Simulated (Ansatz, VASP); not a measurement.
## Si2W: VASP beside Ansatz

The input INCAR:

```
SYSTEM = Si2W
PREC     = Accurate       ! precision mode
ENCUT    = 520            ! plane-wave cutoff, eV
EDIFF    = 1E-6           ! SCF threshold, eV
ISMEAR   = 0              ! smearing method
SIGMA    = 0.03           ! smearing width, eV
LREAL    = .FALSE.        ! projectors in reciprocal space
LASPH    = .TRUE.         ! aspherical terms in the spheres
NELM     = 100            ! most SCF steps
ALGO     = Normal         ! electronic algorithm
ISIF     = 2              ! what is computed and relaxed
LWAVE    = .FALSE.        ! write WAVECAR
LCHARG   = .TRUE.         ! write CHGCAR
GGA      = PE             ! functional
LELF     = .TRUE.         ! ELF
LVHAR    = .TRUE.       
NBANDS   = 43             ! bands
```

File KPOINTS:

```
regular mesh
0
G
  9 9 6
  0 0 0
```

File POSCAR:

```
Si2W
1.0
    4.6392971011      0.0000000000      0.0000000000
   -2.3196485506      4.0177491452      0.0000000000
    0.0000000000      0.0000000000      6.5757397110
Si W
6 3
Direct
    0.8238313095      0.6476626189      0.5000000000
    0.1761686905      0.8238313095      0.8333333333
    0.6476626189      0.8238313095      0.1666666667
    0.1761686905      0.3523373811      0.5000000000
    0.8238313095      0.1761686905      0.8333333333
    0.3523373811      0.1761686905      0.1666666667
    0.0000000000      0.5000000000      0.1666666667
    0.5000000000      0.5000000000      0.8333333333
    0.5000000000      0.0000000000      0.5000000000
```

Input for Ansatz:

```yaml
crystal:
  lattice:
    - [4.6392971011, 0.0, 0.0]
    - [-2.3196485506, 4.0177491452, 0.0]
    - [0.0, 0.0, 6.575739711]
  atoms:
    - { symbol: Si, position: [0.8238313095, 0.6476626189, 0.5] }
    - { symbol: Si, position: [0.1761686905, 0.8238313095, 0.8333333333] }
    - { symbol: Si, position: [0.6476626189, 0.8238313095, 0.1666666667] }
    - { symbol: Si, position: [0.1761686905, 0.3523373811, 0.5] }
    - { symbol: Si, position: [0.8238313095, 0.1761686905, 0.8333333333] }
    - { symbol: Si, position: [0.3523373811, 0.1761686905, 0.1666666667] }
    - { symbol: W, position: [0.0, 0.5, 0.1666666667] }
    - { symbol: W, position: [0.5, 0.5, 0.8333333333] }
    - { symbol: W, position: [0.5, 0.0, 0.5] }
basis:
  ecutwfc: 420
kpoints:
  mp_grid: { grid: [9, 9, 6] }
hamiltonian:
  xc: pbe
  pseudopotentials: { kind: paw, azcp: { folder: soft_1 } }
scf:
  occupations: { method: gaussian, width: 0.03 }
output:
  forces: true
  stress: true
  eigenvalues: true
```

Alike in both runs: task single point; functional PBE; k mesh 9 × 9 × 6; occupations gaussian, width 0.03 eV; no spin polarisation.

|  | VASP | Ansatz |
| --- | --- | --- |
| version | VASP 6.6.1 | Ansatz 0.2.0 |
| potentials or method | VASP PAW PBE potentials, release 64 (Si, W_sv), cutoff 520 eV | scalar-relativistic, plane waves, PAW |
| valence electrons in the cell | 66 | 66 |

```csv
,VASP,Ansatz,Ansatz less VASP
gap on the k mesh at the Fermi level (eV),0.23,0.23,+0.001
least direct gap on the mesh (eV),0.60,0.60,0.000
pressure (GPa),2.3,2.3,-0.04
"traceless stress, the component that is largest in VASP (GPa)",3.23,3.22,-0.012
rms of the force components (eV/Å),0.714,0.712,-0.0012
```

Atom by atom the forces differ by 0.001 eV/Å (rms over components).

Neither program's run includes spin-orbit coupling.
